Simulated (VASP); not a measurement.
# Re (P6_3/mmc) in VASP: further runs

The runs below take Re through single point, with r2SCAN+D4.

All numbers are computed with VASP 6.6.1; they aren't measurements. Logs are shortened: lines on timing, memory, paths and dates and some standing lists are left out, and cuts for length are marked.

## 1. The cell of the first run

It takes space group P6_3/mmc (No. 194, hexagonal). The conventional cell has a = 2.742 Å, b = 2.742 Å, c = 4.428 Å, α = 90.00°, β = 90.00°, γ = 120.00°. Within 3.6 Å of Re (site symmetry -6m2) lie 12 Re at 2.72 to 2.74 Å.

## 2. Single point, r2SCAN+D4

POSCAR reads:

```
Re
1.0
    2.7422705826      0.0000000000      0.0000000000
   -1.3711352913      2.3748759886      0.0000000000
    0.0000000000      0.0000000000      4.4282782931
Re
2
Direct
    0.6666666667      0.3333333333      0.7500000000
    0.3333333333      0.6666666667      0.2500000000
```

INCAR.step1 reads:

```
PREC = Accurate
ENCUT = 520
ISMEAR = -1
SIGMA = 0.05
LREAL = F
LASPH = T
NELM = 100
NBANDS = 14
GGA = PE
ALGO = Normal
EDIFF = 1E-4
LWAVE = T
LCHARG = F
```

INCAR.step2 reads:

```
PREC = Accurate
ENCUT = 520
EDIFF = 1E-7
ISMEAR = -1
SIGMA = 0.05
LREAL = F
LASPH = T
NELM = 100
ALGO = Normal
ISIF = 2
LWAVE = F
LCHARG = F
METAGGA = R2SCAN
LMIXTAU = T
IVDW = 13
VDW_S6 = 1.0
VDW_S8 = 0.6018749
VDW_A1 = 0.51559235
VDW_A2 = 5.77342911
NBANDS = 14
ISTART = 1
```

KPOINTS reads:

```
regular mesh
0
Gamma
  11 11 6
```

Potentials or basis: VASP PAW PBE potentials, release 64 (Re).

The run is started by

```console
$ cat potpaw_PBE.64/Re/POTCAR > POTCAR
$ cp INCAR.step1 INCAR
$ mpirun -np 1 vasp_std > vasp.out
$ cp INCAR.step2 INCAR
$ mpirun -np 1 vasp_std > vasp.out
```

OUTCAR:

```text
PREC = Accurate
   ENCUT = 520
   EDIFF = 1E-7
   ISMEAR = -1
   LREAL = F
   LASPH = T
   NELM = 100
   ISIF = 2
   METAGGA = R2SCAN
   IVDW = 13
   ISTART = 1

 ion  position               nearest neighbor table
   1  0.667  0.333  0.750-   2 2.72   2 2.72   2 2.72   2 2.72   2 2.72   2 2.72
   2  0.333  0.667  0.250-   1 2.72   1 2.72   1 2.72   1 2.72   1 2.72   1 2.72

  LATTYP: Found a hexagonal cell.
 ALAT       =     2.7422705826
 C/A-ratio  =     1.6148217908

  Lattice vectors:

 A1 = (   2.7422705826,   0.0000000000,   0.0000000000)
 A2 = (  -1.3711352913,   2.3748759886,   0.0000000000)
 A3 = (   0.0000000000,   0.0000000000,   4.4282782931)

Analysis of symmetry for initial positions (statically):
=====================================================================
 Subroutine PRICEL returns:
 Original cell was already a primitive cell.

 Routine SETGRP: Setting up the symmetry group for a
 hexagonal supercell.

 Subroutine GETGRP returns: Found 24 space group operations
 (whereof 12 operations were pure point group operations)
 out of a pool of 24 trial point group operations.

The static configuration has the point symmetry D_3d.
 The point group associated with its full space group is D_6h.

Analysis of symmetry for dynamics (positions and initial velocities):
=====================================================================
 Subroutine PRICEL returns:
 Original cell was already a primitive cell.

 Routine SETGRP: Setting up the symmetry group for a
 hexagonal supercell.

 Subroutine GETGRP returns: Found 24 space group operations
 (whereof 12 operations were pure point group operations)
 out of a pool of 24 trial point group operations.

The dynamic configuration has the point symmetry D_3d.
 The point group associated with its full space group is D_6h.

 Subroutine INISYM returns: Found 24 space group operations
 (whereof 12 operations are pure point group operations),
 and found     1 'primitive' translations

----------------------------------------------------------------------------------------

                                     Primitive cell

  volume of cell :      28.8394

  direct lattice vectors                    reciprocal lattice vectors
     2.742270583  0.000000000  0.000000000     0.364661316  0.210537309  0.000000000
    -1.371135291  2.374875989  0.000000000     0.000000000  0.421074618  0.000000000
     0.000000000  0.000000000  4.428278293     0.000000000  0.000000000  0.225821399

  length of vectors
     2.742270583  2.742270583  4.428278293     0.421074618  0.421074618  0.225821399

  position of ions in fractional coordinates (direct lattice)
     0.666666667  0.333333333  0.750000000
     0.333333333  0.666666667  0.250000000

  ion indices of the primitive-cell ions
   primitive index   ion index
                 1           1
                 2           2

----------------------------------------------------------------------------------------

 KPOINTS: regular mesh

Automatic generation of k-mesh.
 Grid dimensions read from file:
 generate k-points for:   11   11    6

 Generating k-lattice:

  Cartesian coordinates                     Fractional coordinates (reciprocal lattice)
     0.033151029  0.019139755  0.000000000     0.090909091  0.000000000  0.000000000
     0.000000000  0.038279511  0.000000000     0.000000000  0.090909091  0.000000000
     0.000000000  0.000000000  0.037636900     0.000000000  0.000000000  0.166666667

  Length of vectors
     0.038279511  0.038279511  0.037636900

  Shift w.r.t. Gamma in fractional coordinates (k-lattice)
     0.000000000  0.000000000  0.000000000

 Subroutine IBZKPT returns following result:
 ===========================================

 Found     64 irreducible k-points:

 Following reciprocal coordinates:
            Coordinates               Weight
  0.000000  0.000000  0.000000      1.000000
  0.090909  0.000000  0.000000      6.000000
  0.181818  0.000000  0.000000      6.000000
  0.272727  0.000000  0.000000      6.000000
  0.363636  0.000000  0.000000      6.000000
  0.454545  0.000000  0.000000      6.000000
[... 16 lines left out ...]
  0.090909  0.090909  0.166667     12.000000
  0.181818  0.090909  0.166667     24.000000
 [... further k-points ...]
   k-points           NKPTS =     64   k-points in BZ     NKDIM =     64   number of bands    NBANDS=     14
   number of dos      NEDOS =    301   number of ions     NIONS =      2
   total plane-waves  NPLWV =  14400
   dimension x,y,z NGX =    20 NGY =   20 NGZ =   36
   dimension x,y,z NGXF=    40 NGYF=   40 NGZF=   72
   ions per type =               2
   NGX,Y,Z   is equivalent  to a cutoff of  12.12, 12.12, 13.52 a.u.
   NGXF,Y,Z  is equivalent  to a cutoff of  24.25, 24.25, 27.03 a.u.
 SYSTEM =  unknown system
   PREC   = accura    normal or accurate (medium, high low for compatibility)
   ISTART =      1    job   : 0-new  1-cont  2-samecut
   ICHARG =      0    charge: 1-file 2-atom 10-const
   ISPIN  =      1    spin polarized calculation?
   LNONCOLLINEAR =      F non collinear calculations
   LSORBIT =      F    spin-orbit coupling
   LASPH  =      T    aspherical Exc in radial PAW
   ENCUT  =  520.0 eV  38.22 Ry    6.18 a.u.   5.10  5.10  8.23*2*pi/ulx,y,z
   NELM   =    100;   NELMIN=  2; NELMDL=  0     # of ELM steps
   EDIFF  = 0.1E-06   stopping-criterion for ELM
   LREAL  =      F    real-space projection
   EDIFFG = 0.1E-05   stopping-criterion for IOM
   NSW    =      0    number of steps for IOM
   IBRION =     -1    ionic relax: 0-MD 1-quasi-New 2-CG
   NFREE  =      0    steps in history (QN), initial steepest desc. (CG)
   ISIF   =      2    stress and relaxation
   ISYM   =      2    0-nonsym 1-usesym 2-fastsym
   POTIM  = 0.5000    time-step for ionic-motion
   TEBEG  =    0.0;   TEEND  =   0.0 temperature during run
   PSTRESS=    0.0 pullay stress
   NELECT =      14.0000    total number of electrons
   NUPDOWN=      -1.0000    fix difference up-down
   EMIN   =  10.00;   EMAX   =-10.00  energy-range for DOS
   EFERMI =   0.00;   METHOD = LEGACY
   ISMEAR =    -1;   SIGMA  =   0.05  broadening in eV -4-tet -1-fermi 0-gaus
   EFERMI_NEDOS =   21; number of points for ismear=-14 and -15
   IALGO  =     38    algorithm
   IMIX   =      4    mixing-type and parameters
     AMIX     =   0.40;   BMIX     =  1.00
     AMIX_MAG =   1.60;   BMIX_MAG =  1.00
  volume/ion in A,a.u.               =      14.42        97.31
  Fermi-wavevector in a.u.,A,eV,Ry     =   1.286635  2.431388 22.523498  1.655430
  Thomas-Fermi vector in A             =   2.418698
   LORBIT       =      0    0 simple, 1 ext, 2 COOP (PROOUT), +10 PAW based schemes
   METAGGA = R2SCAN    functional components
   LHFCALC =     F    Hartree Fock is set to
   AEXX    =    0.0000 exact exchange contribution
   IVDW    =    13    specifies the selected vdW correction
   LEPSILON=     F    determine dielectric tensor
   LRPA    =     F    only Hartree local field effects (RPA)
 non-spin polarized calculation
  energy-cutoff  :      520.00
  volume of cell :       28.84
 maximum number of plane-waves:       786
   NGX = 11   NGY = 11   NGZ = 17

 number of electron      14.0000001 magnetization

 Free energy of the ion-electron system (eV)
  ---------------------------------------------------
  ext. energy  EPLUGINS =         0.00000000
  ---------------------------------------------------
  free energy    TOTEN  =      -104.88865178 eV

  energy without entropy =     -104.87542196  energy(sigma->0) =     -104.88203687

 E-fermi :   7.9430     XC(G=0): -15.1154

 val. band max:        7.9361911799   @ k =   0.1818   0.0000   0.1667
 cond. band min:       7.9825963303   @ k =   0.3636   0.1818   0.3333
 fundamental gap:      0.0464051504
 Fermi energy:         7.9430460998

 k-point     1 :       0.0000    0.0000    0.0000
  band No.  band energies     occupation
      1      -2.5494      2.00000
      2       0.8511      2.00000
      3       6.2415      2.00000
      4       6.2568      2.00000
      5       6.2568      2.00000
      6       7.1497      2.00000
      7       7.1497      2.00000
      8       8.1530      0.02956
      9       8.1530      0.02956
     10       8.5324      0.00002
     11      11.5508      0.00000
     12      11.5508      0.00000
     13      18.7741      0.00000
     14      22.7840      0.00000

 k-point     2 :       0.0909    0.0000    0.0000
  band No.  band energies     occupation
      1      -2.1895      2.00000
      2       1.1839      2.00000
      3       5.5600      2.00000
      4       6.5873      2.00000
      5       6.7781      2.00000
      6       6.9489      2.00000
      7       7.2478      2.00000
      8       7.4616      1.99987
      9       7.8841      1.52973
     10       8.0705      0.14496
     11      11.7297      0.00000
     12      12.9350      0.00000
     13      18.7535      0.00000
     14      23.5735      0.00000

 k-point     3 :       0.1818    0.0000    0.0000
  band No.  band energies     occupation
      1      -1.1989      2.00000
      2       1.9687      2.00000
      3       4.8307      2.00000
      4       5.4931      2.00000
      5       6.2922      2.00000
      6       7.2867      2.00000
      7       7.5463      1.99928
      8       7.6206      1.99684
      9       7.6838      1.98886
     10       8.3586      0.00049
     11      12.0790      0.00000
     12      15.2728      0.00000
     13      18.5367      0.00000
     14      25.1495      0.00000
[... 324 lines left out ...]
 k-point    23 :       0.0909    0.0909    0.1667
  band No.  band energies     occupation
      1      -1.1934      2.00000
      2       1.8331      2.00000
      3       5.0186      2.00000
      4       5.2551      2.00000
      5       6.2585      2.00000
      6       6.8156      2.00000
      7       7.0400      2.00000
      8       7.6688      1.99174
      9       8.4595      0.00007
     10       8.5045      0.00003
     11      11.8326      0.00000
     12      13.7340      0.00000
     13      20.0732      0.00000
     14      24.2934      0.00000

 k-point    24 :       0.1818    0.0909    0.1667
  band No.  band energies     occupation
      1      -0.0735      2.00000
      2       2.6652      2.00000
      3       4.1082      2.00000
      4       4.4734      2.00000
      5       5.8512      2.00000
      6       6.5896      2.00000
      7       7.2478      2.00000
      8       8.2650      0.00319
      9       9.0252      0.00000
     10       9.4401      0.00000
     11      11.9755      0.00000
     12      15.2533      0.00000
     13      19.9627      0.00000
     14      24.8541      0.00000

 [... further k-points ...]

------------------------ aborting loop because EDIFF is reached ----------------------------------------

  DFT-D4 for vdW energy calculation

  Edisp (eV):   -0.44194

  FORCE on cell =-STRESS in cart. coord.  units (eV):
  Direction    XX          YY          ZZ          XY          YZ          ZX
  --------------------------------------------------------------------------------------
  -------------------------------------------------------------------------------------
  Total       1.00926     1.00926     1.16723     0.00000     0.00000    -0.00000
  in kB      56.06942    56.06942    64.84554     0.00000     0.00000    -0.00000
  external pressure =       58.99 kB  Pullay stress =        0.00 kB

 VOLUME and BASIS-vectors are now :
 -----------------------------------------------------------------------------
  energy-cutoff  :      520.00
  volume of cell :       28.84
      direct lattice vectors                 reciprocal lattice vectors
     2.742270583  0.000000000  0.000000000     0.364661316  0.210537309  0.000000000
    -1.371135291  2.374875989  0.000000000     0.000000000  0.421074618  0.000000000
     0.000000000  0.000000000  4.428278293     0.000000000  0.000000000  0.225821399

 POSITION                                       TOTAL-FORCE (eV/Angst)
 -----------------------------------------------------------------------------------
      1.37114      0.79163      3.32121        -0.000000      0.000000      0.000000
     -0.00000      1.58325      1.10707         0.000000      0.000000      0.000000
 -----------------------------------------------------------------------------------
    total drift:                               -0.000000      0.000000     -0.000000

  FREE ENERGIE OF THE ION-ELECTRON SYSTEM (eV)
  ---------------------------------------------------
  free  energy   TOTEN  =      -105.3305884599 eV

  energy  without entropy=     -105.3173586371  energy(sigma->0) =     -105.32397355
```

It took 3.5 min on 1 thread of Intel Xeon 8259CL, shared host; peak memory 0.16 GiB.

Results:

```
Free energy                : -105.3306 eV
Pressure                   : 5.9 GPa
Band gap on the k mesh     : zero (bands 7 and 8 overlap by 3.21 eV)
Dispersion energy per atom : -0.221 eV
```

Caveat: the cell stands under pressure; the PAW data sets were made with another functional, which shifts forces and pressure a little; spin-orbit coupling is left out, which moves the levels of the heavy elements.

(Continued in part 2 of 2.)

The gap in the log of VASP goes by the Fermi energy; the results here count the filled bands.